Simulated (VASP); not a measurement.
# P in VASP: single point with PBEsol

Aim: the single point of P with PBEsol.

Program: VASP 6.6.1. These are calculated values, not measurements. Logs are shortened: lines on timing, memory, paths and dates and some standing lists are left out, and cuts for length are marked.

## 1. The cell of the first run

The typed cell holds 2 atoms: a = 2.526 Å, b = 2.435 Å, c = 4.793 Å, α = 90.00°, β = 90.00°, γ = 90.00°.

## 2. Single point, PBEsol (strain +0.0375 x Voigt [1, 0, 0, 0, 0, 0])

The input, INCAR:

```
PREC = Accurate
ENCUT = 520
EDIFF = 1E-6
ISMEAR = 0
SIGMA = 0.15
LREAL = False
LASPH = True
NELM = 60
ALGO = Normal
ISIF = 2
LWAVE = False
LCHARG = True
GGA = PS
LELF = True
LVHAR = True
NBANDS = 12
```

The input, KPOINTS:

```
regular mesh
0
Gamma
  24 24 12
```

The input, POSCAR:

```
P
1.0
    2.5260398068      0.0000000000      0.0052449061
    0.0000000000      2.4346254890      0.0000000000
   -0.0102735399      0.0000000000      4.7929475526
P
2
Direct
    0.0000000000      0.0000000000      0.2500000000
    1.0000000000      0.0000000000      0.7500000000
```

Potentials or basis: VASP PAW PBE potentials, release 64 (P).

The run is started by

```bash
> cat potpaw_PBE.64/P/POTCAR > POTCAR
> mpirun -np 1 vasp_std > vasp.out
```

OUTCAR:

```text
PREC = Accurate
   ENCUT = 520
   EDIFF = 1E-6
   ISMEAR = 0
   LREAL = False
   LASPH = True
   NELM = 60
   ISIF = 2
   GGA = PS

 ion  position               nearest neighbor table
   1  0.000  0.000  0.250-   2 2.40   2 2.40
   2  0.000  0.000  0.750-   1 2.40   1 2.40

  LATTYP: Found a simple monoclinic cell.
 ALAT       =     2.5260452519
 B/A-ratio  =     0.9638091349
 C/A-ratio  =     1.8974159547
 COS(beta)  =    -0.0000671343

  Lattice vectors:

 A1 = (   2.5260398068,   0.0000000000,   0.0052449061)
 A2 = (   0.0000000000,   2.4346254890,   0.0000000000)
 A3 = (  -0.0102735399,   0.0000000000,   4.7929475526)

Analysis of symmetry for initial positions (statically):
=====================================================================
 Subroutine PRICEL returns following result:

  LATTYP: Found a simple monoclinic cell.
 ALAT       =     2.3964792816
 B/A-ratio  =     1.0159176037
 C/A-ratio  =     1.0540651327
 COS(beta)  =    -0.0000671343

  Lattice vectors:

 A1 = (  -0.0051367700,   0.0000000000,   2.3964737763)
 A2 = (   0.0000000000,  -2.4346254890,   0.0000000000)
 A3 = (   2.5260398068,   0.0000000000,   0.0052449061)

   2 primitive cells build up your supercell.

 Routine SETGRP: Setting up the symmetry group for a
 simple monoclinic supercell.

 Subroutine GETGRP returns: Found  4 space group operations
 (whereof  4 operations were pure point group operations)
 out of a pool of  4 trial point group operations.

The static configuration has the point symmetry C_2h.

Analysis of symmetry for dynamics (positions and initial velocities):
=====================================================================
 Subroutine PRICEL returns following result:

  LATTYP: Found a simple monoclinic cell.
 ALAT       =     2.3964792816
 B/A-ratio  =     1.0159176037
 C/A-ratio  =     1.0540651327
 COS(beta)  =    -0.0000671343

  Lattice vectors:

 A1 = (  -0.0051367700,   0.0000000000,   2.3964737763)
 A2 = (   0.0000000000,  -2.4346254890,   0.0000000000)
 A3 = (   2.5260398068,   0.0000000000,   0.0052449061)

   2 primitive cells build up your supercell.

 Routine SETGRP: Setting up the symmetry group for a
 simple monoclinic supercell.

 Subroutine GETGRP returns: Found  4 space group operations
 (whereof  4 operations were pure point group operations)
 out of a pool of  4 trial point group operations.

The dynamic configuration has the point symmetry C_2h.

 Subroutine INISYM returns: Found  4 space group operations
 (whereof  4 operations are pure point group operations),
 and found     2 'primitive' translations

----------------------------------------------------------------------------------------

                                     Primitive cell

  volume of cell :      14.7383

  direct lattice vectors                    reciprocal lattice vectors
    -0.005136770  0.000000000  2.396473776    -0.000866409  0.000000000  0.417277902
     0.000000000 -2.434625489  0.000000000     0.000000000 -0.410740791  0.000000000
     2.526039807  0.000000000  0.005244906     0.395874818  0.000000000  0.000848546

  length of vectors
     2.396479282  2.434625489  2.526045252     0.417278801  0.410740791  0.395875728

  position of ions in fractional coordinates (direct lattice)
     0.500000000  0.000000000  0.000000000

  ion indices of the primitive-cell ions
   primitive index   ion index
                 1           1

----------------------------------------------------------------------------------------

 KPOINTS: regular mesh

Automatic generation of k-mesh.
 Grid dimensions read from file:
 generate k-points for:   24   24   12

 Generating k-lattice:

  Cartesian coordinates                     Fractional coordinates (reciprocal lattice)
     0.016494784  0.000000000  0.000035356     0.041666667  0.000000000 -0.000000000
     0.000000000  0.017114200  0.000000000     0.000000000  0.041666667  0.000000000
    -0.000036100  0.000000000  0.017386579     0.000000000  0.000000000  0.083333333

  Length of vectors
     0.016494822  0.017114200  0.017386617

  Shift w.r.t. Gamma in fractional coordinates (k-lattice)
     0.000000000  0.000000000  0.000000000

 Subroutine IBZKPT returns following result:
 ===========================================

 Found   1898 irreducible k-points:

 Following reciprocal coordinates:
            Coordinates               Weight
  0.000000  0.000000  0.000000      1.000000
  0.041667  0.000000  0.000000      2.000000
  0.083333  0.000000  0.000000      2.000000
  0.125000  0.000000  0.000000      2.000000
  0.166667  0.000000  0.000000      2.000000
  0.208333  0.000000  0.000000      2.000000
[... 16 lines left out ...]
  0.375000  0.041667  0.000000      4.000000
  0.416667  0.041667  0.000000      4.000000
 [... further k-points ...]
   k-points           NKPTS =   1898   k-points in BZ     NKDIM =   1898   number of bands    NBANDS=     12
   number of dos      NEDOS =    301   number of ions     NIONS =      2
   total plane-waves  NPLWV =  12960
   dimension x,y,z NGX =    20 NGY =   18 NGZ =   36
   dimension x,y,z NGXF=    40 NGYF=   36 NGZF=   72
   ions per type =               2
   NGX,Y,Z   is equivalent  to a cutoff of  13.16, 12.29, 12.49 a.u.
   NGXF,Y,Z  is equivalent  to a cutoff of  26.33, 24.58, 24.97 a.u.
 SYSTEM =  unknown system
   PREC   = accura    normal or accurate (medium, high low for compatibility)
   ISTART =      0    job   : 0-new  1-cont  2-samecut
   ICHARG =      2    charge: 1-file 2-atom 10-const
   ISPIN  =      1    spin polarized calculation?
   LNONCOLLINEAR =      F non collinear calculations
   LSORBIT =      F    spin-orbit coupling
   LASPH  =      T    aspherical Exc in radial PAW
   ENCUT  =  520.0 eV  38.22 Ry    6.18 a.u.   4.70  4.53  8.91*2*pi/ulx,y,z
   NELM   =     60;   NELMIN=  2; NELMDL= -5     # of ELM steps
   EDIFF  = 0.1E-05   stopping-criterion for ELM
   LREAL  =      F    real-space projection
   EDIFFG = 0.1E-04   stopping-criterion for IOM
   NSW    =      0    number of steps for IOM
   IBRION =     -1    ionic relax: 0-MD 1-quasi-New 2-CG
   NFREE  =      0    steps in history (QN), initial steepest desc. (CG)
   ISIF   =      2    stress and relaxation
   ISYM   =      2    0-nonsym 1-usesym 2-fastsym
   POTIM  = 0.5000    time-step for ionic-motion
   TEBEG  =    0.0;   TEEND  =   0.0 temperature during run
   PSTRESS=    0.0 pullay stress
   NELECT =      10.0000    total number of electrons
   NUPDOWN=      -1.0000    fix difference up-down
   EMIN   =  10.00;   EMAX   =-10.00  energy-range for DOS
   EFERMI =   0.00;   METHOD = LEGACY
   ISMEAR =     0;   SIGMA  =   0.15  broadening in eV -4-tet -1-fermi 0-gaus
   EFERMI_NEDOS =   21; number of points for ismear=-14 and -15
   IALGO  =     38    algorithm
   IMIX   =      4    mixing-type and parameters
     AMIX     =   0.40;   BMIX     =  1.00
     AMIX_MAG =   1.60;   BMIX_MAG =  1.00
  volume/ion in A,a.u.               =      14.74        99.46
  Fermi-wavevector in a.u.,A,eV,Ry     =   1.141780  2.157652 17.737399  1.303662
  Thomas-Fermi vector in A             =   2.278480
   LORBIT       =      0    0 simple, 1 ext, 2 COOP (PROOUT), +10 PAW based schemes
   GGA     = PS    functional components
   LHFCALC =     F    Hartree Fock is set to
   AEXX    =    0.0000 exact exchange contribution
   IVDW    =     0    specifies the selected vdW correction
   LEPSILON=     F    determine dielectric tensor
   LRPA    =     F    only Hartree local field effects (RPA)
 non-spin polarized calculation
 Gauss-broadening in eV      SIGMA  =   0.15
  energy-cutoff  :      520.00
  volume of cell :       29.48
 maximum number of plane-waves:       819
   NGX =  9   NGY =  9   NGZ = 17

 number of electron      10.0000000 magnetization

 number of electron       9.9999997 magnetization

 Free energy of the ion-electron system (eV)
  ---------------------------------------------------
  ext. energy  EPLUGINS =         0.00000000
  ---------------------------------------------------
  free energy    TOTEN  =       -11.50484975 eV

  energy without entropy =      -11.49730474  energy(sigma->0) =      -11.50107725

 E-fermi :   9.4521     XC(G=0): -11.3234

 val. band max:        9.4499489320   @ k =   0.4583   0.2500   0.0833
 cond. band min:       9.4543551585   @ k =   0.2500   0.4583   0.1667
 fundamental gap:      0.0044062266
 Fermi energy:         9.4521149621

 k-point     1 :       0.0000    0.0000    0.0000
  band No.  band energies     occupation
      1      -6.9873      2.00000
      2      -2.2506      2.00000
      3       0.7589      2.00000
      4      13.1667      0.00000
      5      14.6351      0.00000
      6      15.3186      0.00000
      7      15.8968      0.00000
      8      16.3064      0.00000
      9      16.5234      0.00000
     10      17.7346      0.00000
     11      18.9430      0.00000
     12      22.5603      0.00000

 k-point     2 :       0.0417    0.0000    0.0000
  band No.  band energies     occupation
      1      -6.9512      2.00000
      2      -2.2141      2.00000
      3       0.7913      2.00000
      4      12.4785      0.00000
      5      14.6629      0.00000
      6      15.3462      0.00000
      7      15.7536      0.00000
      8      16.5036      0.00000
      9      16.6334      0.00000
     10      17.7603      0.00000
     11      19.4491      0.00000
     12      21.8117      0.00000

 k-point     3 :       0.0833    0.0000    0.0000
  band No.  band energies     occupation
      1      -6.8429      2.00000
      2      -2.1047      2.00000
      3       0.8880      2.00000
      4      11.1954      0.00000
      5      14.6524      0.00000
      6      14.7457      0.00000
      7      15.4286      0.00000
      8      16.6244      0.00000
      9      17.8369      0.00000
     10      17.8675      0.00000
     11      20.4047      0.00000
     12      20.4364      0.00000
[... 286 lines left out ...]
 k-point    23 :       0.3750    0.0417    0.0000
  band No.  band energies     occupation
      1      -4.2478      2.00000
      2       0.5944      2.00000
      3       2.5653      2.00000
      4       3.0440      2.00000
      5       6.5228      2.00000
      6      11.7639      0.00000
      7      15.7089      0.00000
      8      17.2037      0.00000
      9      18.9542      0.00000
     10      19.0618      0.00000
     11      23.9604      0.00000
     12      24.9944      0.00000

 k-point    24 :       0.4167    0.0417    0.0000
  band No.  band energies     occupation
      1      -3.7575      2.00000
      2       1.1518      2.00000
      3       1.7238      2.00000
      4       3.3859      2.00000
      5       5.6416      2.00000
      6      11.0462      0.00000
      7      15.9792      0.00000
      8      17.4666      0.00000
      9      19.1798      0.00000
     10      19.3140      0.00000
     11      23.6521      0.00000
     12      25.2429      0.00000

 [... further k-points ...]
[... 5 lines left out ...]
  --------------------------------------------------------------------------------------
  -------------------------------------------------------------------------------------
  Total       -1.7896052     -0.3316889      0.0989761      0.0000000      0.0000000     -0.0032014
  in kB      -97.2726708    -18.0287035      5.3797732      0.0000000      0.0000000     -0.1740099
  external PRESSURE =     -36.6405337 kB  Pullay stress =       0.0000000 kB

 VOLUME and BASIS-vectors are now :
 -----------------------------------------------------------------------------
  energy-cutoff  :      520.00
  volume of cell :       29.48
      direct lattice vectors                 reciprocal lattice vectors
     2.526039807  0.000000000  0.005244906     0.395874818  0.000000000  0.000848546
     0.000000000  2.434625489  0.000000000     0.000000000  0.410740791  0.000000000
    -0.010273540  0.000000000  4.792947553    -0.000433204  0.000000000  0.208638951

 POSITION                                       TOTAL-FORCE (eV/Angst)
 -----------------------------------------------------------------------------------
     -0.00257      0.00000      1.19824         0.000000     -0.000000      0.000000
     -0.00771      0.00000      3.59471        -0.000000      0.000000      0.000000
 -----------------------------------------------------------------------------------
    total drift:                               -0.000000     -0.000000     -0.000000

  FREE ENERGIE OF THE ION-ELECTRON SYSTEM (eV)
  ---------------------------------------------------
  free  energy   TOTEN  =       -11.5048497491 eV

  energy  without entropy=      -11.4973047446  energy(sigma->0) =      -11.50107725
```

Run time: 2.4 min. Hardware: 1 thread of Intel Xeon 6975P-C (Granite Rapids), shared host; peak memory 0.55 GiB.

Results:

| Quantity | Value |
| --- | --- |
| Free energy | -11.5048 eV |
| Pressure | -3.7 GPa |
| Band gap on the k mesh | zero (bands 5 and 6 overlap by 9.10 eV) |

Stress tensor (GPa, compression positive):
```
-9.73  0.00 -0.02
 0.00 -1.80  0.00
-0.02  0.00  0.54
```

Levels at points of the mesh, in eV from the Fermi level:
| k point | band 3 | band 4 | band 5 | band 6 | band 7 | band 8 |
| --- | --- | --- | --- | --- | --- | --- |
| (0.00, 0.00, 0.00) | -8.69 | 3.71 | 5.18 | 5.87 | 6.44 | 6.85 |
| (0.50, 0.00, 0.00) | -7.65 | -5.77 | -4.80 | 0.92 | 7.56 | 8.23 |
| (0.00, 0.50, 0.00) | -6.85 | -5.26 | -4.96 | 0.97 | 6.62 | 8.72 |
| (0.50, 0.50, 0.00) | -5.03 | -2.64 | -2.31 | -1.78 | -1.57 | 0.88 |
| (0.00, 0.00, 0.50) | -2.69 | -2.69 | 4.88 | 4.88 | 6.33 | 6.33 |
| (0.50, 0.00, 0.50) | -7.25 | -7.25 | 0.36 | 0.36 | 6.39 | 6.39 |
| (0.00, 0.50, 0.50) | -7.34 | -7.34 | 0.95 | 0.95 | 6.35 | 6.35 |
| (0.50, 0.50, 0.50) | -4.45 | -4.45 | -3.77 | -3.77 | 2.32 | 2.32 |

Caveat: the cell differs from its parent crystal (strain +0.0375 x Voigt [1, 0, 0, 0, 0, 0]); the stress differs along the axes, from -10 to 1 GPa; the PAW data sets were made with another functional, which shifts forces and pressure a little.
